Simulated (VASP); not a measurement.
# C (P6_3/mmc) in VASP: relaxation of cell and atoms with PBE

Aim: the relaxation of cell and atoms of C with PBE.

All numbers are computed with VASP 6.6.1; they aren't measurements. Logs are shortened: lines on timing, memory, paths and dates and some standing lists are left out, and cuts for length are marked.

### Step 1. The cell of the first run

The structure is hexagonal, space group P6_3/mmc (No. 194). Conventional cell: a = 2.464 Å, b = 2.464 Å, c = 6.711 Å, α = 90.00°, β = 90.00°, γ = 120.00°. Within 1.9 Å of C (site symmetry -6m2) lie 3 C at 1.42 Å. Within 1.9 Å of C (site symmetry -6m2) lie 3 C at 1.42 Å.

### Step 2. Relaxation of cell and atoms, PBE

INCAR

```
ALGO = Normal ; EDIFF = 1E-7
EDIFFG = -0.003 ; ENCUT = 910
GGA = PE ; GGA_COMPAT = F
IBRION = 2 ; ISIF = 3
ISMEAR = -1 ; LASPH = T
LCHARG = F ; LREAL = F
LWAVE = F ; NELM = 120
NELMIN = 4 ; NSW = 100
PREC = Accurate ; SIGMA = 0.05
```

KPOINTS

```
k-points
0
Gamma
  15 15 5
```

POSCAR

```
C
1.0
    2.4640000000      0.0000000000      0.0000000000
   -1.2320000000      2.1338865949      0.0000000000
    0.0000000000      0.0000000000      6.7110000000
C
4
Direct
    0.0000000000      0.0000000000      0.2500000000
    0.0000000000      0.0000000000      0.7500000000
    0.3333333333      0.6666666667      0.2500000000
    0.6666666667      0.3333333333      0.7500000000
```

Potentials or basis: VASP PAW PBE potentials, release 64 (C_h).

Command:

```
> cat potpaw_PBE.64/C_h/POTCAR > POTCAR
> mpirun -np 1 vasp_std > vasp.out
```

OUTCAR:

```text
EDIFF = 1E-7
   EDIFFG = -0.003
   ENCUT = 910
   GGA = PE
   IBRION = 2
   ISIF = 3
   ISMEAR = -1
   LASPH = T
   LREAL = F
   NELM = 120
   NELMIN = 4
   NSW = 100
   PREC = Accurate

 ion  position               nearest neighbor table
   1  0.000  0.000  0.250-   3 1.42   3 1.42   3 1.42
   2  0.000  0.000  0.750-   4 1.42   4 1.42   4 1.42
   3  0.333  0.667  0.250-   1 1.42   1 1.42   1 1.42
   4  0.667  0.333  0.750-   2 1.42   2 1.42   2 1.42

  LATTYP: Found a hexagonal cell.
 ALAT       =     2.4640000000
 C/A-ratio  =     2.7236201299

  Lattice vectors:

 A1 = (   2.4640000000,   0.0000000000,   0.0000000000)
 A2 = (  -1.2320000000,   2.1338865949,   0.0000000000)
 A3 = (   0.0000000000,   0.0000000000,   6.7110000000)

Analysis of symmetry for initial positions (statically):
=====================================================================
 Subroutine PRICEL returns:
 Original cell was already a primitive cell.

 Routine SETGRP: Setting up the symmetry group for a
 hexagonal supercell.

 Subroutine GETGRP returns: Found 24 space group operations
 (whereof 12 operations were pure point group operations)
 out of a pool of 24 trial point group operations.

The static configuration has the point symmetry D_3d.
 The point group associated with its full space group is D_6h.

Analysis of symmetry for dynamics (positions and initial velocities):
=====================================================================
 Subroutine PRICEL returns:
 Original cell was already a primitive cell.

 Routine SETGRP: Setting up the symmetry group for a
 hexagonal supercell.

 Subroutine GETGRP returns: Found 24 space group operations
 (whereof 12 operations were pure point group operations)
 out of a pool of 24 trial point group operations.

The dynamic configuration has the point symmetry D_3d.
 The point group associated with its full space group is D_6h.

 Subroutine INISYM returns: Found 24 space group operations
 (whereof 12 operations are pure point group operations),
 and found     1 'primitive' translations

----------------------------------------------------------------------------------------

                                     Primitive cell

  volume of cell :      35.2857

  direct lattice vectors                    reciprocal lattice vectors
     2.464000000  0.000000000  0.000000000     0.405844156  0.234314233  0.000000000
    -1.232000000  2.133886595  0.000000000     0.000000000  0.468628465  0.000000000
     0.000000000  0.000000000  6.711000000     0.000000000  0.000000000  0.149009090

  length of vectors
     2.464000000  2.464000000  6.711000000     0.468628465  0.468628465  0.149009090

  position of ions in fractional coordinates (direct lattice)
     0.000000000  0.000000000  0.250000000
     0.000000000  0.000000000  0.750000000
     0.333333333  0.666666667  0.250000000
     0.666666667  0.333333333  0.750000000

  ion indices of the primitive-cell ions
   primitive index   ion index
                 1           1
                 2           2
                 3           3
                 4           4

----------------------------------------------------------------------------------------

 KPOINTS: k-points

Automatic generation of k-mesh.
 Grid dimensions read from file:
 generate k-points for:   15   15    5

 Generating k-lattice:

  Cartesian coordinates                     Fractional coordinates (reciprocal lattice)
     0.027056277  0.015620949  0.000000000     0.066666667  0.000000000  0.000000000
     0.000000000  0.031241898  0.000000000     0.000000000  0.066666667  0.000000000
     0.000000000  0.000000000  0.029801818     0.000000000  0.000000000  0.200000000

  Length of vectors
     0.031241898  0.031241898  0.029801818

  Shift w.r.t. Gamma in fractional coordinates (k-lattice)
     0.000000000  0.000000000  0.000000000

 Subroutine IBZKPT returns following result:
 ===========================================

 Found     81 irreducible k-points:

 Following reciprocal coordinates:
            Coordinates               Weight
  0.000000  0.000000  0.000000      1.000000
  0.066667  0.000000  0.000000      6.000000
  0.133333  0.000000  0.000000      6.000000
  0.200000  0.000000  0.000000      6.000000
  0.266667  0.000000  0.000000      6.000000
  0.333333  0.000000  0.000000      6.000000
[... 16 lines left out ...]
  0.333333  0.200000  0.000000     12.000000
  0.400000  0.200000  0.000000      6.000000
 [... further k-points ...]
   k-points           NKPTS =     81   k-points in BZ     NKDIM =     81   number of bands    NBANDS=     12
   number of dos      NEDOS =    301   number of ions     NIONS =      4
   total plane-waves  NPLWV =  40320
   dimension x,y,z NGX =    24 NGY =   24 NGZ =   70
   dimension x,y,z NGXF=    48 NGYF=   48 NGZF=  140
   ions per type =               4
   NGX,Y,Z   is equivalent  to a cutoff of  16.19, 16.19, 17.34 a.u.
   NGXF,Y,Z  is equivalent  to a cutoff of  32.39, 32.39, 34.68 a.u.
 SYSTEM =  unknown system
   PREC   = accura    normal or accurate (medium, high low for compatibility)
   ISTART =      0    job   : 0-new  1-cont  2-samecut
   ICHARG =      2    charge: 1-file 2-atom 10-const
   ISPIN  =      1    spin polarized calculation?
   LNONCOLLINEAR =      F non collinear calculations
   LSORBIT =      F    spin-orbit coupling
   LASPH  =      T    aspherical Exc in radial PAW
   ENCUT  =  910.0 eV  66.88 Ry    8.18 a.u.   6.06  6.06 16.51*2*pi/ulx,y,z
   NELM   =    120;   NELMIN=  4; NELMDL= -5     # of ELM steps
   EDIFF  = 0.1E-06   stopping-criterion for ELM
   LREAL  =      F    real-space projection
   EDIFFG = -.3E-02   stopping-criterion for IOM
   NSW    =    100    number of steps for IOM
   IBRION =      2    ionic relax: 0-MD 1-quasi-New 2-CG
   NFREE  =      1    steps in history (QN), initial steepest desc. (CG)
   ISIF   =      3    stress and relaxation
   ISYM   =      2    0-nonsym 1-usesym 2-fastsym
   POTIM  = 0.5000    time-step for ionic-motion
   TEBEG  =    0.0;   TEEND  =   0.0 temperature during run
   PSTRESS=    0.0 pullay stress
   NELECT =      16.0000    total number of electrons
   NUPDOWN=      -1.0000    fix difference up-down
   EMIN   =  10.00;   EMAX   =-10.00  energy-range for DOS
   EFERMI =   0.00;   METHOD = LEGACY
   ISMEAR =    -1;   SIGMA  =   0.05  broadening in eV -4-tet -1-fermi 0-gaus
   EFERMI_NEDOS =   21; number of points for ismear=-14 and -15
   IALGO  =     38    algorithm
   IMIX   =      4    mixing-type and parameters
     AMIX     =   0.40;   BMIX     =  1.00
     AMIX_MAG =   1.60;   BMIX_MAG =  1.00
  volume/ion in A,a.u.               =       8.82        59.53
  Fermi-wavevector in a.u.,A,eV,Ry     =   1.257714  2.376734 21.522285  1.581843
  Thomas-Fermi vector in A             =   2.391359
   LORBIT       =      0    0 simple, 1 ext, 2 COOP (PROOUT), +10 PAW based schemes
   GGA     = PE    functional components
   LHFCALC =     F    Hartree Fock is set to
   AEXX    =    0.0000 exact exchange contribution
   IVDW    =     0    specifies the selected vdW correction
   LEPSILON=     F    determine dielectric tensor
   LRPA    =     F    only Hartree local field effects (RPA)
 conjugate gradient relaxation of ions
 non-spin polarized calculation
  energy-cutoff  :      910.00
  volume of cell :       35.29
 maximum number of plane-waves:      2238
   NGX = 13   NGY = 13   NGZ = 33

--------------------------------------- Ionic step        1  -------------------------------------------

 number of electron      16.0000001 magnetization

 Free energy of the ion-electron system (eV)
  ---------------------------------------------------
  ext. energy  EPLUGINS =         0.00000000
  ---------------------------------------------------
  free energy    TOTEN  =       -36.91374360 eV

  energy without entropy =      -36.91246540  energy(sigma->0) =      -36.91310450

------------------------ aborting loop because EDIFF is reached ----------------------------------------

  FORCE on cell =-STRESS in cart. coord.  units (eV):
  Direction    XX          YY          ZZ          XY          YZ          ZX
  --------------------------------------------------------------------------------------
  -------------------------------------------------------------------------------------
  Total        0.1189044      0.1189044      0.7079710     -0.0000000      0.0000000      0.0000000
  in kB        5.3989475      5.3989475     32.1459890     -0.0000000      0.0000000      0.0000000
  external PRESSURE =      14.3146280 kB  Pullay stress =       0.0000000 kB
[... 95 lines left out ...]
  FREE ENERGIE OF THE ION-ELECTRON SYSTEM (eV)
  ---------------------------------------------------
  free  energy   TOTEN  =       -36.9251007085 eV

  energy  without entropy=      -36.9237779752  energy(sigma->0) =      -36.92443934

 E-fermi :   4.9521     XC(G=0): -10.0456

 val. band max:        4.9493526251   @ k =   0.3333   0.3333   0.2000
 cond. band min:       4.9596525541   @ k =   0.3333   0.3333   0.4000
 fundamental gap:      0.0102999290
 Fermi energy:         4.9521394756

 k-point     1 :       0.0000    0.0000    0.0000
  band No.  band energies     occupation
      1     -14.5972      2.00000
      2     -14.3933      2.00000
      3      -3.3197      2.00000
      4      -1.7924      2.00000
      5       1.9123      2.00000
      6       1.9123      2.00000
      7       1.9232      2.00000
      8       1.9232      2.00000
      9       8.8984      0.00000
     10      13.2236      0.00000
     11      13.2241      0.00000
     12      13.2574      0.00000
[... 333 lines left out ...]
      1      -8.7194      2.00000
      2      -8.6495      2.00000
      3      -7.6976      2.00000
      4      -7.6525      2.00000
      5      -3.8794      2.00000
      6      -3.8129      2.00000
      7       3.1675      2.00000
      8       3.6768      2.00000
      9       6.2524      0.00000
     10       6.3895      0.00000
     11      15.4395      0.00000
     12      15.9514      0.00000

 [... further k-points ...]

[... ionic steps 4 to 8 ...]

--------------------------------------- Ionic step        9  -------------------------------------------

 number of electron      16.0000001 magnetization

------------------------ aborting loop because EDIFF is reached ----------------------------------------
[... 71 lines left out ...]
--------------------------------------- Ionic step       11  -------------------------------------------

 number of electron      16.0000001 magnetization

 Free energy of the ion-electron system (eV)
  ---------------------------------------------------
  ext. energy  EPLUGINS =         0.00000000
  ---------------------------------------------------
  free energy    TOTEN  =       -36.94370188 eV

  energy without entropy =      -36.94225580  energy(sigma->0) =      -36.94297884

 E-fermi :   4.6565     XC(G=0):  -9.7907

 val. band max:        4.6550283219   @ k =   0.3333   0.3333   0.2000
 cond. band min:       4.6609873664   @ k =   0.3333   0.3333   0.4000
 fundamental gap:      0.0059590446
 Fermi energy:         4.6565137912

 k-point     1 :       0.0000    0.0000    0.0000
  band No.  band energies     occupation
      1     -14.9368      2.00000
      2     -14.7905      2.00000
      3      -3.5406      2.00000
      4      -2.3134      2.00000
      5       1.6119      2.00000
      6       1.6119      2.00000
      7       1.6188      2.00000
      8       1.6188      2.00000
      9       8.3330      0.00000
     10      12.9768      0.00000
     11      12.9768      0.00000
     12      12.9999      0.00000
[... 376 lines left out ...]
  FREE ENERGIE OF THE ION-ELECTRON SYSTEM (eV)
  ---------------------------------------------------
  free  energy   TOTEN  =       -36.9437018755 eV

  energy  without entropy=      -36.9422558013  energy(sigma->0) =      -36.94297884

 reached required accuracy - stopping structural energy minimisation
```

Wall time 5.7 min (1 thread of AMD EPYC 9R45 (Zen 5), shared host); peak memory 0.18 GiB.

Results:

```
Free energy                           : -36.9437 eV
Relaxed volume                        : 9.64 Å³/atom
Relaxed cell                          : a = 2.465 Å, b = 2.465 Å, c = 7.329 Å, α = 90.00°, β = 90.00°, γ = 120.00°
Space group after relaxing (to 0.1 Å) : P6_3/mmc (No. 194)
Energy gained by relaxing             : 7.5 meV/atom
Ionic steps                           : 11
Pressure after relaxing               : 0.0 GPa
Band gap on the k mesh                : zero (bands 8 and 9 overlap by 0.01 eV)
```

Step by step:
| step | energy change (eV) | largest force (eV/Å) | pressure (GPa) | volume (Å³) |
| --- | --- | --- | --- | --- |
| 1 | 0.0000 | 0.0000 | 1.43 | 35.29 |
| 2 | -0.0055 | 0.0000 | 0.13 | 35.69 |
| 3 | -0.0114 | 0.0000 | -3.04 | 36.74 |
| 4 | -0.0127 | 0.0000 | -2.90 | 36.79 |
| 5 | -0.0163 | 0.0000 | -2.50 | 36.96 |
| 6 | -0.0222 | 0.0000 | -1.70 | 37.29 |
| 7 | -0.0288 | 0.0000 | -0.11 | 37.95 |
| 8 | -0.0296 | 0.0000 | 0.66 | 38.28 |
| 9 | -0.0298 | 0.0000 | 0.41 | 38.39 |
| 10 | -0.0300 | 0.0000 | -0.04 | 38.58 |
| 11 | -0.0300 | 0.0000 | -0.02 | 38.57 |

Final structure:
```
C
1.0
     2.46522    0.00000    0.00000
    -1.23261    2.13494    0.00000
     0.00000    0.00000    7.32876
C
4
Direct
  0.00000 0.00000 0.25000
  0.00000 0.00000 0.75000
  0.33333 0.66667 0.25000
  0.66667 0.33333 0.75000
```

Caveat: the cutoff is under 1.25 times the usual one of these potentials, so pressure, stress and relaxed cells hold a basis-set (Pulay) error; this functional lacks dispersion, which binds the layers, so the pressure and a relaxed spacing across them are unreliable. Zero-point motion and thermal expansion aren't in these numbers.
